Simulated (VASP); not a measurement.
RbBr, 2 atoms in the cell. It takes space group Pm-3m (No. 221, cubic). Conventional cell: a = 4.107 Å, b = 4.107 Å, c = 4.107 Å, α = 90.00°, β = 90.00°, γ = 90.00°. Within 4.7 Å of Rb (site symmetry m-3m) lie 8 Br at 3.56 Å and 6 Rb at 4.11 Å. Br (site symmetry m-3m) has 8 Rb at 3.56 Å and 6 Br at 4.11 Å within 4.7 Å. 

```yaml
Program: VASP 6.6.1
Task: single point
Functional: PBE
Dispersion: D3(BJ)
Potentials_or_basis: VASP PAW PBE potentials, release 64 (Rb_sv, Br)
Cutoff: 520 eV
k_mesh: 6 × 6 × 6
Occupations: gaussian, width 0.02 eV
Spin: no spin polarisation
Dipole_correction: no
Further_INCAR_settings: ALGO = Normal; EDIFF = 1e-07; NBANDS = 15
```

Potentials or basis: VASP PAW PBE potentials, release 64 (Rb_sv, Br).

Launch:

```console
$ cat potpaw_PBE.64/Rb_sv/POTCAR potpaw_PBE.64/Br/POTCAR > POTCAR
$ mpirun -np 1 vasp_std > vasp.out
```

Hardware: 1 thread of AMD EPYC 7R43 64-Core Processor (Zen 3), on a shared host.

Task: Estimate the wall time of this run.

Result: It took 13 s on 1 thread of AMD EPYC 7R43 64-Core Processor (Zen 3) (shared host), peak memory 0.15 GiB. Counts: scf iterations 13, k points 20.
